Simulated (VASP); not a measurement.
# CuO2 (Cmcm) in VASP: further runs

CuO2 is run at these levels: PBEsol; tasks: single point.

Everything below comes from runs of VASP 6.6.1. Logs are shortened: lines on timing, memory, paths and dates and some standing lists are left out, and cuts for length are marked.

## 1. The cell of the first run

It takes space group Cmcm (No. 63, orthorhombic). The conventional cell has a = 2.712 Å, b = 10.005 Å, c = 4.343 Å, α = 90.00°, β = 90.00°, γ = 90.00°. Within 2.4 Å of Cu (site symmetry m2m) lie 6 O at 1.78 to 2.22 Å. O (site symmetry m2m) has 4 Cu at 1.82 to 2.22 Å and 1 O at 2.38 Å within 2.4 Å. Within 2.4 Å of O (site symmetry m2m) lie 2 Cu at 1.78 Å and 1 O at 2.38 Å.

## 2. Single point, PBEsol

INCAR reads:

```
PREC = Accurate ; ENCUT = 700
EDIFF = 1E-6 ; ISMEAR = -1
SIGMA = 0.05 ; LREAL = False
LASPH = True ; NELM = 120
ALGO = Normal ; ISIF = 2
LWAVE = False ; LCHARG = False
GGA = PS ; NBANDS = 40
GGA_COMPAT = False
```

KPOINTS reads:

```
Automatic mesh
0
Gamma
  9 9 5
```

POSCAR reads:

```
CuO2
1.0
    1.3561104000     -5.0023171200      0.0000000000
    1.3561104000      5.0023171200      0.0000000000
    0.0000000000      0.0000000000      4.3434240000
Cu O
2 4
Direct
    0.1672530000      0.8327470000      0.7500000000
    0.8327470000      0.1672530000      0.2500000000
    0.7889700000      0.2110300000      0.7500000000
    0.2110300000      0.7889700000      0.2500000000
    0.5514860000      0.4485140000      0.7500000000
    0.4485140000      0.5514860000      0.2500000000
```

Potentials or basis: VASP PAW PBE potentials, release 64 (Cu_sv_GW, O).

Run with:

```console
$ cat potpaw_PBE.64/Cu_sv_GW/POTCAR potpaw_PBE.64/O/POTCAR > POTCAR
$ mpirun -np 1 vasp_std > vasp.out
```

OUTCAR:

```text
PREC = Accurate
   ENCUT = 700
   EDIFF = 1E-6
   ISMEAR = -1
   LREAL = False
   LASPH = True
   NELM = 120
   ISIF = 2
   GGA = PS

 ion  position               nearest neighbor table
   1  0.167  0.833  0.750-   5 1.78   5 1.78   3 1.82   3 1.82   4 2.22   4 2.22
   2  0.833  0.167  0.250-   6 1.78   6 1.78   4 1.82   4 1.82   3 2.22   3 2.22
   3  0.789  0.211  0.750-   1 1.82   1 1.82   2 2.22   2 2.22
   4  0.211  0.789  0.250-   2 1.82   2 1.82   1 2.22   1 2.22
   5  0.551  0.449  0.750-   1 1.78   1 1.78
   6  0.449  0.551  0.250-   2 1.78   2 1.78

  LATTYP: Found a base centered orthorhombic cell.
 ALAT       =     2.7122208000
 B/A-ratio  =     3.6887241039
 C/A-ratio  =     1.6014271404

  Lattice vectors:

 A1 = (   1.3561104000,  -5.0023171200,   0.0000000000)
 A2 = (   1.3561104000,   5.0023171200,   0.0000000000)
 A3 = (   0.0000000000,   0.0000000000,   4.3434240000)

Analysis of symmetry for initial positions (statically):
=====================================================================
 Subroutine PRICEL returns:
 Original cell was already a primitive cell.

 Routine SETGRP: Setting up the symmetry group for a
 base centered orthorhombic supercell.

 Subroutine GETGRP returns: Found  8 space group operations
 (whereof  4 operations were pure point group operations)
 out of a pool of  8 trial point group operations.

The static configuration has the point symmetry C_2h.
 The point group associated with its full space group is D_2h.

Analysis of symmetry for dynamics (positions and initial velocities):
=====================================================================
 Subroutine PRICEL returns:
 Original cell was already a primitive cell.

 Routine SETGRP: Setting up the symmetry group for a
 base centered orthorhombic supercell.

 Subroutine GETGRP returns: Found  8 space group operations
 (whereof  4 operations were pure point group operations)
 out of a pool of  8 trial point group operations.

The dynamic configuration has the point symmetry C_2h.
 The point group associated with its full space group is D_2h.

 Subroutine INISYM returns: Found  8 space group operations
 (whereof  4 operations are pure point group operations),
 and found     1 'primitive' translations

----------------------------------------------------------------------------------------

                                     Primitive cell

  volume of cell :      58.9289

  direct lattice vectors                    reciprocal lattice vectors
     1.356110400 -5.002317120  0.000000000     0.368701545 -0.099953679  0.000000000
     1.356110400  5.002317120  0.000000000     0.368701545  0.099953679  0.000000000
     0.000000000  0.000000000  4.343424000     0.000000000  0.000000000  0.230233106

  length of vectors
     5.182876806  5.182876806  4.343424000     0.382009905  0.382009905  0.230233106

  position of ions in fractional coordinates (direct lattice)
     0.167253000  0.832747000  0.750000000
     0.832747000  0.167253000  0.250000000
     0.788970000  0.211030000  0.750000000
     0.211030000  0.788970000  0.250000000
     0.551486000  0.448514000  0.750000000
     0.448514000  0.551486000  0.250000000

  ion indices of the primitive-cell ions
   primitive index   ion index
                 1           1
                 2           2
                 3           3
                 4           4
                 5           5
                 6           6

----------------------------------------------------------------------------------------

 KPOINTS: Automatic mesh

Automatic generation of k-mesh.
 Grid dimensions read from file:
 generate k-points for:    9    9    5

 Generating k-lattice:

  Cartesian coordinates                     Fractional coordinates (reciprocal lattice)
     0.040966838 -0.011105964  0.000000000     0.111111111  0.000000000  0.000000000
     0.040966838  0.011105964  0.000000000     0.000000000  0.111111111  0.000000000
     0.000000000  0.000000000  0.046046621     0.000000000  0.000000000  0.200000000

  Length of vectors
     0.042445545  0.042445545  0.046046621

  Shift w.r.t. Gamma in fractional coordinates (k-lattice)
     0.000000000  0.000000000  0.000000000

 Subroutine IBZKPT returns following result:
 ===========================================

 Found     75 irreducible k-points:

 Following reciprocal coordinates:
            Coordinates               Weight
  0.000000  0.000000  0.000000      1.000000
  0.111111 -0.000000  0.000000      4.000000
  0.222222  0.000000  0.000000      4.000000
  0.333333  0.000000  0.000000      4.000000
  0.444444  0.000000  0.000000      4.000000
  0.111111  0.111111  0.000000      2.000000
[... 16 lines left out ...]
 -0.333333  0.333333  0.000000      2.000000
  0.444444  0.444444  0.000000      2.000000
 [... further k-points ...]
   k-points           NKPTS =     75   k-points in BZ     NKDIM =     75   number of bands    NBANDS=     40
   number of dos      NEDOS =    301   number of ions     NIONS =      6
   total plane-waves  NPLWV =  92160
   dimension x,y,z NGX =    48 NGY =   48 NGZ =   40
   dimension x,y,z NGXF=    96 NGYF=   96 NGZF=   80
   ions per type =               2   4
   NGX,Y,Z   is equivalent  to a cutoff of  15.40, 15.40, 15.31 a.u.
   NGXF,Y,Z  is equivalent  to a cutoff of  30.79, 30.79, 30.62 a.u.
 SYSTEM =  unknown system
   PREC   = accura    normal or accurate (medium, high low for compatibility)
   ISTART =      0    job   : 0-new  1-cont  2-samecut
   ICHARG =      2    charge: 1-file 2-atom 10-const
   ISPIN  =      1    spin polarized calculation?
   LNONCOLLINEAR =      F non collinear calculations
   LSORBIT =      F    spin-orbit coupling
   LASPH  =      T    aspherical Exc in radial PAW
   ENCUT  =  700.0 eV  51.45 Ry    7.17 a.u.  11.18 11.18  9.37*2*pi/ulx,y,z
   NELM   =    120;   NELMIN=  2; NELMDL= -5     # of ELM steps
   EDIFF  = 0.1E-05   stopping-criterion for ELM
   LREAL  =      F    real-space projection
   EDIFFG = 0.1E-04   stopping-criterion for IOM
   NSW    =      0    number of steps for IOM
   IBRION =     -1    ionic relax: 0-MD 1-quasi-New 2-CG
   NFREE  =      0    steps in history (QN), initial steepest desc. (CG)
   ISIF   =      2    stress and relaxation
   ISYM   =      2    0-nonsym 1-usesym 2-fastsym
   POTIM  = 0.5000    time-step for ionic-motion
   TEBEG  =    0.0;   TEEND  =   0.0 temperature during run
   PSTRESS=    0.0 pullay stress
   NELECT =      62.0000    total number of electrons
   NUPDOWN=      -1.0000    fix difference up-down
   EMIN   =  10.00;   EMAX   =-10.00  energy-range for DOS
   EFERMI =   0.00;   METHOD = LEGACY
   ISMEAR =    -1;   SIGMA  =   0.05  broadening in eV -4-tet -1-fermi 0-gaus
   EFERMI_NEDOS =   21; number of points for ismear=-14 and -15
   IALGO  =     38    algorithm
   IMIX   =      4    mixing-type and parameters
     AMIX     =   0.40;   BMIX     =  1.00
     AMIX_MAG =   1.60;   BMIX_MAG =  1.00
  volume/ion in A,a.u.               =       9.82        66.28
  Fermi-wavevector in a.u.,A,eV,Ry     =   1.665057  3.146502 37.721015  2.772416
  Thomas-Fermi vector in A             =   2.751494
   LORBIT       =      0    0 simple, 1 ext, 2 COOP (PROOUT), +10 PAW based schemes
   GGA     = PS    functional components
   LHFCALC =     F    Hartree Fock is set to
   AEXX    =    0.0000 exact exchange contribution
   IVDW    =     0    specifies the selected vdW correction
   LEPSILON=     F    determine dielectric tensor
   LRPA    =     F    only Hartree local field effects (RPA)
 non-spin polarized calculation
  energy-cutoff  :      700.00
  volume of cell :       58.93
 maximum number of plane-waves:      2500
 NGX is ok and might be reduce to    48
   NGX = 23   NGY = 23   NGZ = 19

 number of electron      62.0000016 magnetization

 Free energy of the ion-electron system (eV)
  ---------------------------------------------------
  ext. energy  EPLUGINS =         0.00000000
  ---------------------------------------------------
  free energy    TOTEN  =       -30.02075296 eV

  energy without entropy =      -29.97978034  energy(sigma->0) =      -30.00026665

 E-fermi :   3.3248     XC(G=0): -11.9238

 val. band max:        3.3133627965   @ k =  -0.2222   0.1111   0.4000
 cond. band min:       3.3318633033   @ k =   0.3333   0.2222   0.4000
 fundamental gap:      0.0185005069
 Fermi energy:         3.3247924015

 k-point     1 :       0.0000    0.0000    0.0000
  band No.  band energies     occupation
      1    -110.2958      2.00000
      2    -110.2947      2.00000
      3     -68.0908      2.00000
      4     -68.0899      2.00000
      5     -67.9793      2.00000
      6     -67.9766      2.00000
[... 32 lines left out ...]
     39      15.6892      0.00000
     40      16.5424      0.00000

 k-point     2 :       0.1111   -0.0000    0.0000
  band No.  band energies     occupation
      1    -110.2956      2.00000
      2    -110.2945      2.00000
      3     -68.0951      2.00000
      4     -68.0941      2.00000
      5     -67.9786      2.00000
      6     -67.9761      2.00000
[... 32 lines left out ...]
     39      16.0384      0.00000
     40      16.4099      0.00000

 k-point     3 :       0.2222    0.0000    0.0000
  band No.  band energies     occupation
      1    -110.2947      2.00000
      2    -110.2941      2.00000
      3     -68.1053      2.00000
      4     -68.1037      2.00000
      5     -67.9772      2.00000
      6     -67.9750      2.00000
[... 32 lines left out ...]
     39      16.1768      0.00000
     40      16.9464      0.00000

 k-point     4 :       0.3333    0.0000    0.0000
  band No.  band energies     occupation
      1    -110.2940      2.00000
      2    -110.2934      2.00000
      3     -68.1164      2.00000
      4     -68.1156      2.00000
      5     -67.9752      2.00000
      6     -67.9739      2.00000
[... 32 lines left out ...]
     39      16.4585      0.00000
     40      17.6520      0.00000
[... 772 lines left out ...]
     39      16.3435      0.00000
     40      18.0615      0.00000

 k-point    23 :      -0.3333    0.3333    0.0000
  band No.  band energies     occupation
      1    -110.2958      2.00000
      2    -110.2948      2.00000
      3     -68.0915      2.00000
      4     -68.0899      2.00000
      5     -67.9793      2.00000
      6     -67.9764      2.00000
[... 32 lines left out ...]
     39      16.4031      0.00000
     40      17.4476      0.00000

 k-point    24 :       0.4444    0.4444    0.0000
  band No.  band energies     occupation
      1    -110.2953      2.00000
      2    -110.2945      2.00000
      3     -68.0950      2.00000
      4     -68.0938      2.00000
      5     -67.9788      2.00000
      6     -67.9759      2.00000
[... 32 lines left out ...]
     39      16.3337      0.00000
     40      18.6157      0.00000

 [... further k-points ...]
[... 5 lines left out ...]
  --------------------------------------------------------------------------------------
  -------------------------------------------------------------------------------------
  Total        4.2793352      3.0065116     -0.2992848      0.0000000      0.0000000      0.0000000
  in kB      116.3478598     81.7419458     -8.1370470      0.0000000      0.0000000      0.0000000
  external PRESSURE =      63.3175862 kB  Pullay stress =       0.0000000 kB

 VOLUME and BASIS-vectors are now :
 -----------------------------------------------------------------------------
  energy-cutoff  :      700.00
  volume of cell :       58.93
      direct lattice vectors                 reciprocal lattice vectors
     1.356110400 -5.002317120  0.000000000     0.368701545 -0.099953679  0.000000000
     1.356110400  5.002317120  0.000000000     0.368701545  0.099953679  0.000000000
     0.000000000  0.000000000  4.343424000     0.000000000  0.000000000  0.230233106

 POSITION                                       TOTAL-FORCE (eV/Angst)
 -----------------------------------------------------------------------------------
      1.35611      3.32901      3.25757         0.000000     -0.040912     -0.000000
      1.35611     -3.32901      1.08586         0.000000      0.040912      0.000000
      1.35611     -2.89104      3.25757         0.000000     -0.568859     -0.000000
      1.35611      2.89104      1.08586         0.000000      0.568859     -0.000000
      1.35611     -0.51510      3.25757         0.000000      0.986125     -0.000000
      1.35611      0.51510      1.08586         0.000000     -0.986125     -0.000000
 -----------------------------------------------------------------------------------
    total drift:                                0.000000      0.000000     -0.000000

  FREE ENERGIE OF THE ION-ELECTRON SYSTEM (eV)
  ---------------------------------------------------
  free  energy   TOTEN  =       -30.0207529596 eV

  energy  without entropy=      -29.9797803356  energy(sigma->0) =      -30.00026665
```

It took 5.5 min on 1 thread of Intel Xeon 6975P-C (Granite Rapids), shared host; peak memory 0.45 GiB.

What came out:

| Quantity | Value |
| --- | --- |
| Free energy | -30.0208 eV |
| Pressure | 6.3 GPa |
| Largest force | 0.986 eV/Å |
| Band gap on the k mesh | zero (band 31 reaches 3.45 eV, above the bottom of band 32 at 3.08 eV) |

Forces in eV/Å, atoms in the order of the input:
```
Cu   0.000 -0.041  0.000
Cu   0.000  0.041  0.000
O    0.000 -0.569  0.000
O    0.000  0.569  0.000
O    0.000  0.986  0.000
O    0.000 -0.986  0.000
```

Levels at points of the mesh, in eV from the Fermi level:
| k point | band 29 | band 30 | band 31 | band 32 | band 33 | band 34 |
| --- | --- | --- | --- | --- | --- | --- |
| (0.00, 0.00, 0.00) | -1.13 | -1.02 | -0.59 | -0.24 | 1.40 | 1.67 |

Caveat: the PAW data sets were made with another functional, which shifts forces and pressure a little; semilocal functionals often make such compounds metallic where correlation or magnetic order opens a gap, which also shifts bond lengths.

## 3. Single point, PBEsol

This run uses another cell than the first one, of 10.23 Å³/atom, 1.042 times its volume.

INCAR reads:

```
ALGO = Normal
EDIFF = 1E-6
ENCUT = 700
GGA = PS
GGA_COMPAT = False
ISIF = 2
ISMEAR = -1
LASPH = True
LCHARG = True
LELF = True
LREAL = False
LVHAR = True
LWAVE = False
NBANDS = 40
NELM = 120
PREC = Accurate
SIGMA = 0.05
```

KPOINTS reads:

```
k-points
0
Gamma
  8 8 5
```

POSCAR: that of step 2 with these lines changed.

```diff
@@ -2,4 +2,4 @@
 1.0
-    1.3561104000     -5.0023171200      0.0000000000
-    1.3561104000      5.0023171200      0.0000000000
+    1.3843627000     -5.1065320600      0.0000000000
+    1.3843627000      5.1065320600      0.0000000000
     0.0000000000      0.0000000000      4.3434240000
```

Potentials or basis: VASP PAW PBE potentials, release 64 (Cu_sv_GW, O).

Run with:

```console
$ cat potpaw_PBE.64/Cu_sv_GW/POTCAR potpaw_PBE.64/O/POTCAR > POTCAR
$ mpirun -np 1 vasp_std > vasp.out
```

It took 9.6 min on 1 thread of AMD EPYC 7R13 (Zen 3), shared host; peak memory 0.4 GiB.

Results (log left out):

| Item | Value |
| --- | --- |
| Free energy | -30.1125 eV |
| Pressure | -3.2 GPa |
| Largest force | 0.242 eV/Å |
| Band gap on the k mesh | zero (band 31 reaches 3.00 eV, above the bottom of band 32 at 2.71 eV) |

Forces on the atoms (eV/Å):
```
Cu   0.000 -0.015  0.000
Cu   0.000  0.015  0.000
O    0.000  0.052  0.000
O    0.000 -0.052  0.000
O    0.000  0.242  0.000
O    0.000 -0.242  0.000
```

Stress tensor (GPa, compression positive):
```
-2.24  0.00  0.00
 0.00 -2.58  0.00
 0.00  0.00 -4.90
```

Levels at points of the mesh, in eV from the Fermi level:
| k point | band 28 | band 29 | band 30 | band 31 | band 32 | band 33 | band 34 | band 35 |
| --- | --- | --- | --- | --- | --- | --- | --- | --- |
| (0.00, 0.00, 0.00) | -1.30 | -1.11 | -1.03 | -0.60 | -0.16 | 1.19 | 1.47 | 6.24 |
| (0.50, 0.00, 0.00) | -1.96 | -1.93 | -1.76 | -1.31 | 0.36 | 0.79 | 0.87 | 10.51 |
| (0.50, 0.50, 0.00) | -1.62 | -1.26 | -1.23 | -0.96 | 0.39 | 1.35 | 1.49 | 7.83 |

Caveat: the PAW data sets were made with another functional, which shifts forces and pressure a little; semilocal functionals often make such compounds metallic where correlation or magnetic order opens a gap, which also shifts bond lengths. With open d or f shells a metallic result of PBEsol can be an artefact of self-interaction; +U or a hybrid may open a gap.

## 4. Single point, PBEsol

This run uses another cell than the first one, of 10.87 Å³/atom, 1.107 times its volume.

INCAR reads:

```
ALGO = Normal
EDIFF = 1E-6
ENCUT = 700
GGA = PS
GGA_COMPAT = F
ISIF = 2
ISMEAR = -1
LASPH = T
LCHARG = F
LREAL = F
LWAVE = F
NBANDS = 40
NELM = 120
PREC = Accurate
SIGMA = 0.05
```

KPOINTS is that of step 3.

POSCAR: that of step 3 with these lines changed.

```diff
@@ -2,4 +2,4 @@
 1.0
-    1.3843627000     -5.1065320600      0.0000000000
-    1.3843627000      5.1065320600      0.0000000000
+    1.4267411500     -5.2628544700      0.0000000000
+    1.4267411500      5.2628544700      0.0000000000
     0.0000000000      0.0000000000      4.3434240000
```

Run with:

```console
$ cat potpaw_PBE.64/Cu_sv_GW/POTCAR potpaw_PBE.64/O/POTCAR > POTCAR
$ mpirun -np 1 vasp_std > vasp.out
```

Run time: 8.6 min. Hardware: 1 thread of AMD EPYC 7R13 (Zen 3), shared host; peak memory 0.4 GiB.

The run converged. Its results:

| Quantity | Value |
| --- | --- |
| Free energy | -29.9453 eV |
| Pressure | -13.2 GPa |
| Largest force | 0.714 eV/Å |
| Band gap on the k mesh | zero (band 31 reaches 2.37 eV, above the bottom of band 32 at 2.11 eV) |

Forces in eV/Å, atoms in the order of the input:
```
Cu   0.000  0.003  0.000
Cu   0.000 -0.003  0.000
O    0.000  0.714  0.000
O    0.000 -0.714  0.000
O    0.000 -0.561  0.000
O    0.000  0.561  0.000
```

Stress tensor (GPa, compression positive):
```
-16.16   0.00   0.00
  0.00 -13.54   0.00
  0.00   0.00  -9.89
```

Levels at points of the mesh, in eV from the Fermi level:
| k point | band 29 | band 30 | band 31 | band 32 | band 33 | band 34 |
| --- | --- | --- | --- | --- | --- | --- |
| (0.00, 0.00, 0.00) | -1.05 | -1.04 | -0.60 | -0.06 | 0.92 | 1.21 |
| (0.50, 0.00, 0.00) | -1.83 | -1.66 | -1.32 | 0.34 | 0.58 | 0.67 |
| (0.50, 0.50, 0.00) | -1.20 | -1.19 | -0.94 | 0.37 | 1.07 | 1.20 |

Caveat: the PAW data sets were made with another functional, which shifts forces and pressure a little; semilocal functionals often make such compounds metallic where correlation or magnetic order opens a gap, which also shifts bond lengths.

## 5. The runs side by side

| cell | k mesh | gap on the mesh (eV) | pressure (GPa) | largest force (eV/Å) |
| --- | --- | --- | --- | --- |
| a = 5.183, b = 5.183, c = 4.343 Å, angles 90.0, 90.0, 149.7°, 6 atoms | 9 × 9 × 5 | none | 6.3 | 0.99 |
| a = 5.291, b = 5.291, c = 4.343 Å, angles 90.0, 90.0, 149.7°, 6 atoms | 8 × 8 × 5 | none | -3.2 | 0.24 |
| a = 5.453, b = 5.453, c = 4.343 Å, angles 90.0, 90.0, 149.7°, 6 atoms | 8 × 8 × 5 | none | -13.2 | 0.71 |

Alike in all rows: task single point; level PBEsol; potentials or basis VASP PAW PBE potentials, release 64 (Cu_sv_GW, O); no spin polarisation; cutoff (eV) 700; smearing fermi-dirac 0.05 eV.

Caveats: the PAW data sets were made with another functional, which shifts forces and pressure a little; semilocal functionals often make such compounds metallic where correlation or magnetic order opens a gap, which also shifts bond lengths.

Absolute energies hang on the potentials; compare differences alone.
